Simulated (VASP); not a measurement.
A run of VASP 6.6.1:

Contents of INCAR:

```
SYSTEM = CaF2
  PREC = Accurate
  ENCUT = 600
  EDIFF = 1E-6
  ISMEAR = 0
  SIGMA = 0.05
  LREAL = .False.
  LASPH = .True.
  NELM = 120
  ALGO = Normal
  ISIF = 2
  LWAVE = .False.
  LCHARG = .False.
  GGA = PE
  IVDW = 12
  NBANDS = 60
  ISYM = 0
  GGA_COMPAT = .False.
```

KPOINTS

```
Automatic mesh
0
Gamma
  4 4 4
  0 0 0
```

Contents of POSCAR:

```
CaF2
1.0
    5.4625000000      0.0000000000      0.0000000000
    0.0000000000     -5.4625000000      0.0000000000
    0.0000000000      0.0000000000     -5.4625000000
Ca F
4 8
Direct
    0.0000000000      0.5000000000      0.5000000000
    0.5000000000      0.0000000000      0.5000000000
    0.5000000000      0.5000000000      0.0000000000
    0.0000000000      0.0000000000      0.0000000000
    0.2500000000      0.2500000000      0.2500000000
    0.7500000000      0.7500000000      0.2500000000
    0.7500000000      0.2500000000      0.7500000000
    0.2500000000      0.7500000000      0.7500000000
    0.7500000000      0.7500000000      0.7500000000
    0.2500000000      0.2500000000      0.7500000000
    0.2500000000      0.7500000000      0.2500000000
    0.7500000000      0.2500000000      0.2500000000
```

Potentials or basis: VASP PAW PBE potentials, release 64 (Ca_sv, F).

The run is started by

```bash
$ cat potpaw_PBE.64/Ca_sv/POTCAR potpaw_PBE.64/F/POTCAR > POTCAR
$ mpirun -np 1 vasp_std > vasp.out
```

Hardware: 1 thread of Oxide Virtual Turin-like Processor, on a shared host.

**Question.** Estimate the wall time of this run.

**Answer.** Run time: 11 min on 1 thread of Oxide Virtual Turin-like Processor, with other jobs on the host, peak memory 0.49 GiB. Counts: scf iterations 15, k points 36.
